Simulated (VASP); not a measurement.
Input of a VASP 6.6.1 run:

Contents of INCAR:

```
SYSTEM = Al
PREC = Accurate
ENCUT = 520
EDIFF = 1E-6
ISMEAR = -1
SIGMA = 0.05
LREAL = .False.
LASPH = .True.
NELM = 80
ALGO = Normal
ISIF = 2
LWAVE = .False.
LCHARG = .False.
NBANDS = 8
```

KPOINTS

```
Automatic mesh
0
Gamma
  18 18 18
  0 0 0
```

File POSCAR:

```
Al
1.0
    0.0000000000      1.5263190457      1.5263190457
    1.5263190457      0.0000000000      1.5263190457
    1.5263190457      1.5263190457      0.0000000000
Al
1
Direct
    0.0000000000      0.0000000000      0.0000000000
```

Potentials or basis: VASP PAW LDA potentials, release 64 (Al).

Run with:

```console
$ cat potpaw_LDA.64/Al/POTCAR > POTCAR
$ mpirun -np 1 vasp_std > vasp.out
```

Predict the pressure.

358.5 GPa.
